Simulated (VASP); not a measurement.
# CoSi2 in VASP: notebook

CoSi2 is run at these levels: PBEsol; tasks: single point.

Everything below comes from runs of VASP 6.6.1. Logs are shortened: lines on timing, memory, paths and dates and some standing lists are left out, and cuts for length are marked.

## 1. The cell of the first run

Symmetry: I4/mmm, No. 139, tetragonal system. The conventional cell has a = 3.771 Å, b = 3.771 Å, c = 5.233 Å, α = 90.00°, β = 90.00°, γ = 90.00°. Within 3.0 Å of Co (site symmetry 4/mmm) lie 8 Si at 2.29 Å. Within 3.0 Å of Si (site symmetry -4m2) lie 4 Co at 2.29 Å and 6 Si at 2.62 to 2.67 Å.

## 2. Single point, PBEsol (uniaxial strain along c: -1.5 %)

Contents of INCAR:

```
SYSTEM = CoSi2
  ALGO = Normal
  EDIFF = 1E-6
  ENCUT = 520
  GGA = PS
  ISIF = 2
  ISMEAR = 0
  LASPH = .True.
  LCHARG = .False.
  LREAL = .False.
  LWAVE = .False.
  NBANDS = 26
  NELM = 60
  PREC = Accurate
  SIGMA = 0.1
```

Contents of KPOINTS:

```
k-points
0
Gamma
  10 10 8
  0 0 0
```

Contents of POSCAR:

```
CoSi2
1.0
    2.6662149185      2.6662149185      0.0000000000
   -2.6662149185      2.6662149185      0.0000000000
    0.0000000000      0.0000000000      5.2328203133
Co Si
2 4
Direct
    0.0000000000      0.0000000000      0.0000000000
    0.5000000000      0.5000000000      0.5000000000
    0.0000000000      0.5000000000      0.7500000000
    0.5000000000      0.0000000000      0.7500000000
    0.5000000000      0.0000000000      0.2500000000
    0.0000000000      0.5000000000      0.2500000000
```

Potentials or basis: VASP PAW PBE potentials, release 64 (Co, Si).

On the command line:

```sh
$ cat potpaw_PBE.64/Co/POTCAR potpaw_PBE.64/Si/POTCAR > POTCAR
$ mpirun -np 1 vasp_std > vasp.out
```

OUTCAR:

```text
SYSTEM = CoSi2
   EDIFF = 1E-6
   ENCUT = 520
   GGA = PS
   ISIF = 2
   ISMEAR = 0
   LASPH = .True.
   LREAL = .False.
   NELM = 60
   PREC = Accurate

 ion  position               nearest neighbor table
   1  0.000  0.000  0.000-   3 2.29   4 2.29   5 2.29   6 2.29   3 2.29   6 2.29   4 2.29   5 2.29

   2  0.500  0.500  0.500-   3 2.29   4 2.29   5 2.29   6 2.29   4 2.29   5 2.29   3 2.29   6 2.29

   3  0.000  0.500  0.750-   1 2.29   2 2.29   1 2.29   2 2.29   6 2.62   6 2.62   4 2.67   4 2.67
                             4 2.67   4 2.67
   4  0.500  0.000  0.750-   1 2.29   2 2.29   2 2.29   1 2.29   5 2.62   5 2.62   3 2.67   3 2.67
                             3 2.67   3 2.67
   5  0.500  0.000  0.250-   1 2.29   2 2.29   2 2.29   1 2.29   4 2.62   4 2.62   6 2.67   6 2.67
                             6 2.67   6 2.67
   6  0.000  0.500  0.250-   1 2.29   2 2.29   1 2.29   2 2.29   3 2.62   3 2.62   5 2.67   5 2.67
                             5 2.67   5 2.67

  LATTYP: Found a simple tetragonal cell.
 ALAT       =     3.7705972979
 C/A-ratio  =     1.3877961235

  Lattice vectors:

 A1 = (   2.6662149185,   2.6662149185,   0.0000000000)
 A2 = (  -2.6662149185,   2.6662149185,   0.0000000000)
 A3 = (   0.0000000000,   0.0000000000,   5.2328203133)

Analysis of symmetry for initial positions (statically):
=====================================================================
 Subroutine PRICEL returns following result:

  LATTYP: Found a body centered tetragonal cell.
 ALAT       =     3.7705972979
 C/A-ratio  =     1.3877961235

  Lattice vectors:

 A1 = (   0.0000000000,  -2.6662149185,  -2.6164101566)
 A2 = (   0.0000000000,   2.6662149185,  -2.6164101567)
 A3 = (   2.6662149185,   0.0000000000,   2.6164101566)

   2 primitive cells build up your supercell.

 Routine SETGRP: Setting up the symmetry group for a
 simple tetragonal supercell.

 Subroutine GETGRP returns: Found 16 space group operations
 (whereof 16 operations were pure point group operations)
 out of a pool of 16 trial point group operations.

The static configuration has the point symmetry D_4h.

Analysis of symmetry for dynamics (positions and initial velocities):
=====================================================================
 Subroutine PRICEL returns following result:

  LATTYP: Found a body centered tetragonal cell.
 ALAT       =     3.7705972979
 C/A-ratio  =     1.3877961235

  Lattice vectors:

 A1 = (   0.0000000000,  -2.6662149185,  -2.6164101566)
 A2 = (   0.0000000000,   2.6662149185,  -2.6164101567)
 A3 = (   2.6662149185,   0.0000000000,   2.6164101566)

   2 primitive cells build up your supercell.

 Routine SETGRP: Setting up the symmetry group for a
 simple tetragonal supercell.

 Subroutine GETGRP returns: Found 16 space group operations
 (whereof 16 operations were pure point group operations)
 out of a pool of 16 trial point group operations.

The dynamic configuration has the point symmetry D_4h.

 Subroutine INISYM returns: Found 16 space group operations
 (whereof 16 operations are pure point group operations),
 and found     2 'primitive' translations

----------------------------------------------------------------------------------------

                                     Primitive cell

  volume of cell :      37.1986

  direct lattice vectors                    reciprocal lattice vectors
     0.000000000 -2.666214919 -2.616410157     0.187531769 -0.187531769 -0.191101536
     0.000000000  2.666214919 -2.616410157     0.187531769  0.187531769 -0.191101536
     2.666214919  0.000000000  2.616410157     0.375063538  0.000000000  0.000000000

  length of vectors
     3.735546024  3.735546024  3.735546024     0.326888553  0.326888553  0.375063538

  position of ions in fractional coordinates (direct lattice)
     0.000000000  0.000000000  0.000000000
     0.750000000  0.250000000  0.500000000
     0.250000000  0.750000000  0.500000000

  ion indices of the primitive-cell ions
   primitive index   ion index
                 1           1
                 2           3
                 3           4

----------------------------------------------------------------------------------------

 KPOINTS: k-points

Automatic generation of k-mesh.
 Grid dimensions read from file:
 generate k-points for:   10   10    8

 Generating k-lattice:

  Cartesian coordinates                     Fractional coordinates (reciprocal lattice)
     0.018753177  0.018753177  0.000000000     0.100000000  0.000000000  0.000000000
    -0.018753177  0.018753177  0.000000000     0.000000000  0.100000000  0.000000000
     0.000000000  0.000000000  0.023887692     0.000000000  0.000000000  0.125000000

  Length of vectors
     0.026520997  0.026520997  0.023887692

  Shift w.r.t. Gamma in fractional coordinates (k-lattice)
     0.000000000  0.000000000  0.000000000

 Subroutine IBZKPT returns following result:
 ===========================================

 Found    105 irreducible k-points:

 Following reciprocal coordinates:
            Coordinates               Weight
  0.000000  0.000000  0.000000      1.000000
  0.100000  0.000000  0.000000      4.000000
  0.200000  0.000000  0.000000      4.000000
  0.300000  0.000000  0.000000      4.000000
  0.400000  0.000000  0.000000      4.000000
  0.500000  0.000000  0.000000      2.000000
[... 16 lines left out ...]
  0.100000  0.000000  0.125000      8.000000
  0.200000  0.000000  0.125000      8.000000
 [... further k-points ...]
   k-points           NKPTS =    105   k-points in BZ     NKDIM =    105   number of bands    NBANDS=     26
   number of dos      NEDOS =    301   number of ions     NIONS =      6
   total plane-waves  NPLWV =  31360
   dimension x,y,z NGX =    28 NGY =   28 NGZ =   40
   dimension x,y,z NGXF=    56 NGYF=   56 NGZF=   80
   ions per type =               2   4
   NGX,Y,Z   is equivalent  to a cutoff of  12.35, 12.35, 12.71 a.u.
   NGXF,Y,Z  is equivalent  to a cutoff of  24.69, 24.69, 25.42 a.u.
 SYSTEM =  CoSi2
   PREC   = accura    normal or accurate (medium, high low for compatibility)
   ISTART =      0    job   : 0-new  1-cont  2-samecut
   ICHARG =      2    charge: 1-file 2-atom 10-const
   ISPIN  =      1    spin polarized calculation?
   LNONCOLLINEAR =      F non collinear calculations
   LSORBIT =      F    spin-orbit coupling
   LASPH  =      T    aspherical Exc in radial PAW
   ENCUT  =  520.0 eV  38.22 Ry    6.18 a.u.   7.01  7.01  9.73*2*pi/ulx,y,z
   NELM   =     60;   NELMIN=  2; NELMDL= -5     # of ELM steps
   EDIFF  = 0.1E-05   stopping-criterion for ELM
   LREAL  =      F    real-space projection
   EDIFFG = 0.1E-04   stopping-criterion for IOM
   NSW    =      0    number of steps for IOM
   IBRION =     -1    ionic relax: 0-MD 1-quasi-New 2-CG
   NFREE  =      0    steps in history (QN), initial steepest desc. (CG)
   ISIF   =      2    stress and relaxation
   ISYM   =      2    0-nonsym 1-usesym 2-fastsym
   POTIM  = 0.5000    time-step for ionic-motion
   TEBEG  =    0.0;   TEEND  =   0.0 temperature during run
   PSTRESS=    0.0 pullay stress
   NELECT =      34.0000    total number of electrons
   NUPDOWN=      -1.0000    fix difference up-down
   EMIN   =  10.00;   EMAX   =-10.00  energy-range for DOS
   EFERMI =   0.00;   METHOD = LEGACY
   ISMEAR =     0;   SIGMA  =   0.10  broadening in eV -4-tet -1-fermi 0-gaus
   EFERMI_NEDOS =   21; number of points for ismear=-14 and -15
   IALGO  =     38    algorithm
   IMIX   =      4    mixing-type and parameters
     AMIX     =   0.40;   BMIX     =  1.00
     AMIX_MAG =   1.60;   BMIX_MAG =  1.00
  volume/ion in A,a.u.               =      12.40        83.68
  Fermi-wavevector in a.u.,A,eV,Ry     =   1.261002  2.382948 21.634977  1.590126
  Thomas-Fermi vector in A             =   2.394483
   LORBIT       =      0    0 simple, 1 ext, 2 COOP (PROOUT), +10 PAW based schemes
   GGA     = PS    functional components
   LHFCALC =     F    Hartree Fock is set to
   AEXX    =    0.0000 exact exchange contribution
   IVDW    =     0    specifies the selected vdW correction
   LEPSILON=     F    determine dielectric tensor
   LRPA    =     F    only Hartree local field effects (RPA)
 non-spin polarized calculation
 Gauss-broadening in eV      SIGMA  =   0.10
  energy-cutoff  :      520.00
  volume of cell :       74.40
 maximum number of plane-waves:      2024
   NGX = 15   NGY = 15   NGZ = 19

 number of electron      34.0000004 magnetization

 Free energy of the ion-electron system (eV)
  ---------------------------------------------------
  ext. energy  EPLUGINS =         0.00000000
  ---------------------------------------------------
  free energy    TOTEN  =       -41.96149249 eV

  energy without entropy =      -41.95166779  energy(sigma->0) =      -41.95658014

 E-fermi :  10.4188     XC(G=0): -12.0030

 val. band max:       10.4174000457   @ k =   0.1000   0.1000   0.3750
 cond. band min:      10.4228938486   @ k =   0.4000   0.0000   0.3750
 fundamental gap:      0.0054938029
 Fermi energy:        10.4188252972

 k-point     1 :       0.0000    0.0000    0.0000
  band No.  band energies     occupation
      1      -2.9370      2.00000
      2       1.4821      2.00000
      3       3.0332      2.00000
      4       3.7618      2.00000
      5       6.1451      2.00000
      6       6.2410      2.00000
[... 18 lines left out ...]
     25      16.0063      0.00000
     26      16.0063      0.00000

 k-point     2 :       0.1000    0.0000    0.0000
  band No.  band energies     occupation
      1      -2.8346      2.00000
      2       1.5588      2.00000
      3       3.1276      2.00000
      4       3.4855      2.00000
      5       6.0294      2.00000
      6       6.1473      2.00000
[... 18 lines left out ...]
     25      15.5424      0.00000
[... 608 lines left out ...]
     25      15.7132      0.00000
     26      15.9209      0.00000

 k-point    24 :       0.2000    0.0000    0.1250
  band No.  band energies     occupation
      1      -2.4466      2.00000
      2       1.2118      2.00000
      3       2.7581      2.00000
      4       4.0769      2.00000
      5       5.2119      2.00000
      6       6.2748      2.00000
[... 18 lines left out ...]
     25      15.9606      0.00000
     26      16.5057      0.00000

 [... further k-points ...]

------------------------ aborting loop because EDIFF is reached ----------------------------------------

  FORCE on cell =-STRESS in cart. coord.  units (eV):
  Direction    XX          YY          ZZ          XY          YZ          ZX
  --------------------------------------------------------------------------------------
  -------------------------------------------------------------------------------------
  Total        0.3981085      0.3981085      1.5183293      0.0000000      0.0000000      0.0000000
  in kB        8.5734549      8.5734549     32.6979420      0.0000000      0.0000000      0.0000000
  external PRESSURE =      16.6149506 kB  Pullay stress =       0.0000000 kB

 VOLUME and BASIS-vectors are now :
 -----------------------------------------------------------------------------
  energy-cutoff  :      520.00
  volume of cell :       74.40
      direct lattice vectors                 reciprocal lattice vectors
     2.666214919  2.666214919  0.000000000     0.187531769  0.187531769  0.000000000
    -2.666214919  2.666214919  0.000000000    -0.187531769  0.187531769  0.000000000
     0.000000000  0.000000000  5.232820313     0.000000000  0.000000000  0.191101536

 POSITION                                       TOTAL-FORCE (eV/Angst)
 -----------------------------------------------------------------------------------
      0.00000      0.00000      0.00000        -0.000000      0.000000     -0.000000
      0.00000      2.66621      2.61641        -0.000000     -0.000000      0.000000
     -1.33311      1.33311      3.92462         0.000000     -0.000000      0.000000
      1.33311      1.33311      3.92462         0.000000     -0.000000     -0.000000
      1.33311      1.33311      1.30821         0.000000     -0.000000      0.000000
     -1.33311      1.33311      1.30821         0.000000     -0.000000     -0.000000
 -----------------------------------------------------------------------------------
    total drift:                               -0.000000      0.000000      0.000000

  FREE ENERGIE OF THE ION-ELECTRON SYSTEM (eV)
  ---------------------------------------------------
  free  energy   TOTEN  =       -41.9614924919 eV

  energy  without entropy=      -41.9516677858  energy(sigma->0) =      -41.95658014
```

Wall time 4.9 min (1 thread of Intel Xeon 8259CL, shared host); peak memory 0.29 GiB.

What came out:

```yaml
Free_energy: -41.9615 eV
Pressure: 1.7 GPa
Band_gap_on_the_k_mesh: zero (bands 17 and 18 overlap by 3.12 eV)
```

Levels at points of the mesh, in eV from the Fermi level:
```
           k point  band 15  band 16  band 17  band 18  band 19  band 20
(0.00, 0.00, 0.00)    -1.40     1.13     1.63     2.85     3.38     3.38
(0.50, 0.00, 0.00)    -1.06    -1.06     0.26     0.26     2.47     2.47
(0.50, 0.50, 0.00)    -2.00    -2.00    -1.37    -1.37     1.78     1.78
(0.00, 0.00, 0.50)    -0.34    -0.34    -0.07    -0.07     1.52     1.52
(0.50, 0.00, 0.50)    -0.53    -0.53    -0.40    -0.40     2.78     2.78
(0.50, 0.50, 0.50)    -1.54    -1.54    -0.66    -0.66     3.90     3.90
```

Caveat: the cell differs from its parent crystal (uniaxial strain along c: -1.5 %); the PAW data sets were made with another functional, which shifts forces and pressure a little; the run has no spin polarisation, though such a crystal can be magnetic.

(Continued in part 2 of 2.)

The gap in the log of VASP goes by the Fermi energy; the results here count the filled bands.